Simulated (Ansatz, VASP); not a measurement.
SrCl2 in VASP and in Ansatz

```
Sr Cl
1.0
     0.00000    3.50858    3.50858
     3.50858    0.00000    3.50858
     3.50858    3.50858    0.00000
Sr Cl
1 2
Direct
  0.00000 0.00000 0.00000
  0.25000 0.25000 0.25000
  0.75000 0.75000 0.75000
```

Change from the starting cell: volume scaled by 1.02, crystal datasets.

Alike in both runs: task electric field gradients; functional LDA; k mesh 8 × 8 × 8; occupations fermi-dirac, width 0.01 eV; no spin polarisation.

|  | VASP | Ansatz |
| --- | --- | --- |
| version | VASP 6.6.1 | Ansatz 0.2.0 |
| potentials or method | VASP PAW LDA potentials, release 64 (Sr_sv, Cl), cutoff 520 eV | all-electron PAW with datasets made for the crystal, scalar-relativistic |

|  | VASP | Ansatz | Ansatz less VASP |
| --- | --- | --- | --- |
| gap on the k mesh at the Fermi level (eV) | 4.82 | 4.82 | -0.005 |
| pressure (GPa) | -3.2 | -3.4 | -0.10 |

LDA's correlation is that of Perdew and Zunger in VASP and of Perdew and Wang (1992) in Ansatz. Ansatz ran all-electron here, and VASP with PAW potentials.
